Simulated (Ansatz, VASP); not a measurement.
# Ca2C: VASP beside Ansatz

The input POSCAR:

```
Ca2C
1.0
    0.0000000000      3.1285803957      3.1285803957
    3.1285803957      0.0000000000      3.1285803957
    3.1285803957      3.1285803957      0.0000000000
C Ca
1 2
Direct
    0.0000000000      0.0000000000      0.0000000000
    0.2500000000      0.2500000000      0.2500000000
    0.7500000000      0.7500000000      0.7500000000
```

INCAR.step1

```
PREC = Accurate
ENCUT = 520
ISMEAR = 0
SIGMA = 0.01
LREAL = F
LASPH = T
NELM = 80
NBANDS = 19
GGA = PE
ALGO = Normal
EDIFF = 1E-4
LWAVE = T
LCHARG = F
```

The input INCAR.step2:

```
PREC = Accurate
ENCUT = 520
EDIFF = 1E-7
ISMEAR = 0
SIGMA = 0.01
LREAL = F
LASPH = T
NELM = 80
ALGO = Normal
ISIF = 2
LWAVE = F
LCHARG = F
METAGGA = R2SCAN
LMIXTAU = T
NBANDS = 19
ISTART = 1
```

Contents of KPOINTS:

```
Automatic mesh
0
Gamma
  6 6 6
```

Input for Ansatz:

```yaml
crystal:
  lattice:
    - [0.0, 3.1285803957, 3.1285803957]
    - [3.1285803957, 0.0, 3.1285803957]
    - [3.1285803957, 3.1285803957, 0.0]
  atoms:
    - { symbol: C, position: [0.0, 0.0, 0.0] }
    - { symbol: Ca, position: [0.25, 0.25, 0.25] }
    - { symbol: Ca, position: [0.75, 0.75, 0.75] }
kpoints:
  mp_grid: { grid: [6, 6, 6] }
hamiltonian:
  xc: r2scan
scf:
  occupations: { method: fixed }
  n_extra_bands: 4
output:
  forces: true
  stress: true
  eigenvalues: true
```

Alike in both runs: task single point; functional r2SCAN; k mesh 6 × 6 × 6; no spin polarisation.

|  | VASP | Ansatz |
| --- | --- | --- |
| version | VASP 6.6.1 | Ansatz 0.2.0 |
| potentials or method | VASP PAW PBE potentials, release 64 (C, Ca_sv) | plane waves, PAW |
| plane-wave cutoff (eV) | 520 | 500 |
| occupations | gaussian, width 0.01 eV | fixed |
| valence electrons in the cell | 24 | 24 |

```csv
,VASP,Ansatz,Ansatz less VASP
gap on the k mesh at the Fermi level (eV),0.40,0.41,+0.013
pressure (GPa),0.4,0.0,-0.41
```

VASP's potentials were made for PBE, not for r2SCAN.
